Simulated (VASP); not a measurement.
A run of VASP 6.6.1:

The input INCAR:

```
  ALGO = Fast
  EDIFF = 1E-6
  ENCUT = 520
  GGA = PS
  ISIF = 2
  ISMEAR = 0
  LASPH = T
  LCHARG = F
  LREAL = F
  LWAVE = F
  NBANDS = 16
  NELM = 80
  PREC = Accurate
  SIGMA = 0.1
```

File KPOINTS:

```
k-points
0
Gamma
  12 12 6
```

The input POSCAR:

```
K
1.0
    4.4405629802      0.0000000000      0.0000000000
   -2.2202814901      3.8456403480      0.0000000000
    0.0000000000      0.0000000000      7.2622426330
K
2
Direct
    0.3333333333      0.6666666667      0.2500000000
    0.6666666667      0.3333333333      0.7500000000
```

Potentials or basis: VASP PAW PBE potentials, release 64 (K_sv).

The run is started by

```sh
$ cat potpaw_PBE.64/K_sv/POTCAR > POTCAR
$ mpirun -np 1 vasp_std > vasp.out
```

Hardware: 1 thread of AMD EPYC 9R45 96-Core Processor (Zen 5), with other jobs on the host.

Question: How long does it take, and how much memory?

Answer: It took 76 s on 1 thread of AMD EPYC 9R45 96-Core Processor (Zen 5), with other jobs on the host, peak memory 0.28 GiB. Counts: scf iterations 13, k points 76.
